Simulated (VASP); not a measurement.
# ZnO in VASP: further runs, part 2 of 2

VASP 6.6.1. Earlier steps stand in the parts before.

## (5) Single point, r2SCAN (uniaxial z strain +5.8%)

POSCAR

```
ZnO
1.0
    0.0000000000      2.1337704597      2.2566756382
    2.1337704597      0.0000000000      2.2566756382
    2.1337704597      2.1337704597      0.0000000000
Zn O
1 1
Direct
    0.0000000000      0.0000000000      0.0000000000
    0.5000000000      0.5000000000      0.5000000000
```

INCAR.step1

```
SYSTEM = ZnO
PREC     = Accurate       ! precision mode
ENCUT    = 520            ! plane-wave cutoff, eV
ISMEAR   = 0              ! smearing method
SIGMA    = 0.01           ! smearing width, eV
LREAL    = .False.        ! projectors in reciprocal space
LASPH    = .True.         ! aspherical terms in the spheres
NELM     = 100            ! most SCF steps
NBANDS   = 16             ! bands
GGA      = PE             ! functional
ALGO     = Normal         ! electronic algorithm
EDIFF    = 1E-4           ! SCF threshold, eV
LWAVE    = .True.         ! write WAVECAR
LCHARG   = .False.        ! write CHGCAR
```

INCAR.step2

```
SYSTEM = ZnO
PREC     = Accurate       ! precision mode
ENCUT    = 520            ! plane-wave cutoff, eV
EDIFF    = 1E-7           ! SCF threshold, eV
ISMEAR   = 0              ! smearing method
SIGMA    = 0.01           ! smearing width, eV
LREAL    = .False.        ! projectors in reciprocal space
LASPH    = .True.         ! aspherical terms in the spheres
NELM     = 100            ! most SCF steps
ALGO     = Normal         ! electronic algorithm
ISIF     = 2              ! what is computed and relaxed
LWAVE    = .False.        ! write WAVECAR
LCHARG   = .False.        ! write CHGCAR
METAGGA  = R2SCAN         ! meta-GGA
LMIXTAU  = .True.       
NBANDS   = 16             ! bands
ISTART   = 1
```

KPOINTS

```
regular mesh
0
Gamma
  10 10 10
  0 0 0
```

Potentials or basis: VASP PAW PBE potentials, release 64 (Zn, O).

Command:

```bash
$ cat potpaw_PBE.64/Zn/POTCAR potpaw_PBE.64/O/POTCAR > POTCAR
$ cp INCAR.step1 INCAR
$ mpirun -np 1 vasp_std > vasp.out
$ cp INCAR.step2 INCAR
$ mpirun -np 1 vasp_std > vasp.out
```

OUTCAR:

```text
SYSTEM = ZnO
   PREC = Accurate
   ENCUT = 520
   EDIFF = 1E-7
   ISMEAR = 0
   LREAL = .False.
   LASPH = .True.
   NELM = 100
   ISIF = 2
   METAGGA = R2SCAN
   ISTART = 1

 ion  position               nearest neighbor table
   1  0.000  0.000  0.000-   2 2.13   2 2.13   2 2.13   2 2.13   2 2.26   2 2.26
   2  0.500  0.500  0.500-   1 2.13   1 2.13   1 2.13   1 2.13   1 2.26   1 2.26

  LATTYP: Found a body centered tetragonal cell.
 ALAT       =     3.0176071231
 C/A-ratio  =     1.4956722636

  Lattice vectors:

 A1 = (  -2.1337704597,   0.0000000000,   2.2566756382)
 A2 = (   2.1337704597,   0.0000000000,   2.2566756382)
 A3 = (   0.0000000000,   2.1337704597,  -2.2566756382)

Analysis of symmetry for initial positions (statically):
=====================================================================
 Subroutine PRICEL returns:
 Original cell was already a primitive cell.

 Routine SETGRP: Setting up the symmetry group for a
 body centered tetragonal supercell.

 Subroutine GETGRP returns: Found 16 space group operations
 (whereof 16 operations were pure point group operations)
 out of a pool of 16 trial point group operations.

The static configuration has the point symmetry D_4h.

Analysis of symmetry for dynamics (positions and initial velocities):
=====================================================================
 Subroutine PRICEL returns:
 Original cell was already a primitive cell.

 Routine SETGRP: Setting up the symmetry group for a
 body centered tetragonal supercell.

 Subroutine GETGRP returns: Found 16 space group operations
 (whereof 16 operations were pure point group operations)
 out of a pool of 16 trial point group operations.

The dynamic configuration has the point symmetry D_4h.

 Subroutine INISYM returns: Found 16 space group operations
 (whereof 16 operations are pure point group operations),
 and found     1 'primitive' translations

[... 111 lines left out ...]
   IALGO  =     38    algorithm
   IMIX   =      4    mixing-type and parameters
     AMIX     =   0.40;   BMIX     =  1.00
     AMIX_MAG =   1.60;   BMIX_MAG =  1.00
  volume/ion in A,a.u.               =      10.27        69.34
  Fermi-wavevector in a.u.,A,eV,Ry     =   1.566393  2.960054 33.383092  2.453588
  Thomas-Fermi vector in A             =   2.668728
   LORBIT       =      0    0 simple, 1 ext, 2 COOP (PROOUT), +10 PAW based schemes
   METAGGA = R2SCAN    functional components
   LHFCALC =     F    Hartree Fock is set to
   AEXX    =    0.0000 exact exchange contribution
   IVDW    =     0    specifies the selected vdW correction
   LEPSILON=     F    determine dielectric tensor
   LRPA    =     F    only Hartree local field effects (RPA)
 non-spin polarized calculation
 Gauss-broadening in eV      SIGMA  =   0.01
  energy-cutoff  :      520.00
  volume of cell :       20.55
 maximum number of plane-waves:       568
   NGX = 11   NGY = 11   NGZ = 11

 number of electron      18.0000015 magnetization

 Free energy of the ion-electron system (eV)
  ---------------------------------------------------
  ext. energy  EPLUGINS =         0.00000000
  ---------------------------------------------------
  free energy    TOTEN  =       -17.91523288 eV

  energy without entropy =      -17.91523288  energy(sigma->0) =      -17.91523288

 E-fermi :   2.1741     XC(G=0): -12.7717

 val. band max:        2.0541331995   @ k =   0.5000   0.0000   0.0000
 cond. band min:       3.1970895156   @ k =   0.0000   0.0000   0.0000
 fundamental gap:      1.1429563161
 Fermi energy:         2.1741381480

 k-point     1 :       0.0000    0.0000    0.0000
  band No.  band energies     occupation
      1     -17.2328      2.00000
      2      -2.9948      2.00000
      3      -2.9325      2.00000
      4      -2.9324      2.00000
      5      -2.8489      2.00000
      6      -2.7338      2.00000
[... 433 lines left out ...]
      3      -3.2929      2.00000
      4      -2.8969      2.00000
      5      -2.6954      2.00000
      6      -2.5745      2.00000
[... 8 lines left out ...]
     15      29.7729      0.00000
     16      30.4784      0.00000

 [... further k-points ...]

------------------------ aborting loop because EDIFF is reached ----------------------------------------

  FORCE on cell =-STRESS in cart. coord.  units (eV):
  Direction    XX          YY          ZZ          XY          YZ          ZX
  --------------------------------------------------------------------------------------
  -------------------------------------------------------------------------------------
  Total       -0.8204216     -0.8204216     -1.2661802      0.0000000     -0.0000000     -0.0000000
  in kB      -63.9665817    -63.9665817    -98.7214562      0.0000000     -0.0000000     -0.0000000
  external PRESSURE =     -75.5515399 kB  Pullay stress =       0.0000000 kB

 VOLUME and BASIS-vectors are now :
 -----------------------------------------------------------------------------
  energy-cutoff  :      520.00
  volume of cell :       20.55
      direct lattice vectors                 reciprocal lattice vectors
     0.000000000  2.133770460  2.256675638    -0.234326986  0.234326986  0.221564850
     2.133770460  0.000000000  2.256675638     0.234326986 -0.234326986  0.221564850
     2.133770460  2.133770460  0.000000000     0.234326986  0.234326986 -0.221564850

 POSITION                                       TOTAL-FORCE (eV/Angst)
 -----------------------------------------------------------------------------------
      0.00000      0.00000      0.00000        -0.000000      0.000000     -0.000000
      2.13377      2.13377      2.25668         0.000000     -0.000000      0.000000
 -----------------------------------------------------------------------------------
    total drift:                                0.000000     -0.000000     -0.000000

  FREE ENERGIE OF THE ION-ELECTRON SYSTEM (eV)
  ---------------------------------------------------
  free  energy   TOTEN  =       -17.9152328780 eV

  energy  without entropy=      -17.9152328780  energy(sigma->0) =      -17.91523288
```

OSZICAR.step1:

```text
N       E                     dE             d eps       ncg     rms          rms(c)
DAV:   1     0.901737876397E+02    0.90174E+02   -0.96560E+03  3424   0.170E+03
DAV:   2    -0.563126886363E+01   -0.95805E+02   -0.86849E+02  3624   0.291E+02
DAV:   3    -0.101112785117E+02   -0.44800E+01   -0.44628E+01  4000   0.639E+01
DAV:   4    -0.101315461870E+02   -0.20268E-01   -0.20267E-01  3880   0.428E+00
DAV:   5    -0.101316109752E+02   -0.64788E-04   -0.64788E-04  3992   0.228E-01    0.899E+00
DAV:   6    -0.864828056499E+01    0.14833E+01   -0.28703E+00  4920   0.517E+01    0.600E+00
DAV:   7    -0.863877912628E+01    0.95014E-02   -0.51530E-01  3824   0.116E+01    0.328E+00
DAV:   8    -0.862463869320E+01    0.14140E-01   -0.70940E-02  3448   0.248E+00    0.528E-01
DAV:   9    -0.862189184442E+01    0.27468E-02   -0.59945E-03  4920   0.136E+00    0.880E-02
DAV:  10    -0.862199809353E+01   -0.10625E-03   -0.10710E-03  3488   0.285E-01    0.443E-02
DAV:  11    -0.862202944768E+01   -0.31354E-04   -0.29904E-05  1976   0.765E-02
   1 F= -.86220294E+01 E0= -.86220294E+01  d E =-.569409E-82
```

Run time: 44 s. Hardware: 1 thread of Intel Xeon 6975P-C (Granite Rapids), shared host; peak memory 0.16 GiB.

Results:

```
Free energy            : -17.9152 eV
Pressure               : -7.6 GPa
Band gap on the k mesh : 1.14 eV, indirect (least direct gap 2.38 eV)
```

Stress tensor (GPa, compression positive):
```
-6.40  0.00  0.00
 0.00 -6.40  0.00
 0.00  0.00 -9.87
```

Levels at points of the mesh, in eV from the valence-band top:
```tsv
k point	band 6	band 7	band 8	band 9	band 10	band 11	band 12	band 13
(0.00, 0.00, 0.00)	-4.79	-1.49	-1.49	-1.24	1.14	18.17	18.45	18.45
(0.50, 0.00, 0.00)	-4.61	-3.76	-0.33	0.00	5.91	9.40	12.81	13.90
(0.50, 0.50, 0.00)	-4.56	-4.37	-2.65	-2.65	4.65	10.63	12.14	16.39
(0.50, 0.00, 0.50)	-4.48	-4.24	-3.08	-2.56	4.62	11.43	11.46	15.10
```

Caveat: the cell differs from its parent crystal (uniaxial z strain +5.8%); the PAW data sets were made with another functional, which shifts forces and pressure a little. A k mesh can miss the band edges.

## (6) Summary

```csv
level,cell,smearing,gap on the mesh (eV),pressure (GPa)
PBE,"a = 3.021, b = 3.021, c = 2.992 Å, angles 60.3, 60.3, 59.4°, 2 atoms",fermi-dirac 0.02 eV,0.89,10.6
PBE,"a = 2.955 Å, angles 61.4°, 2 atoms",fermi-dirac 0.02 eV,1.04,16.1
r2SCAN,"a = 3.021, b = 3.021, c = 2.992 Å, angles 60.3, 60.3, 59.4°, 2 atoms",gaussian 0.01 eV,1.52,2.8
r2SCAN,"a = 3.106, b = 3.106, c = 3.018 Å, angles 60.9, 60.9, 58.1°, 2 atoms",gaussian 0.01 eV,1.14,-7.6
```

Alike in all rows: task single point; potentials or basis VASP PAW PBE potentials, release 64 (Zn, O); no spin polarisation; k mesh 10 × 10 × 10; cutoff (eV) 520.

Caveats: the PAW data sets were made with another functional, which shifts forces and pressure a little (some runs).

Absolute energies hang on the potentials; compare differences alone.
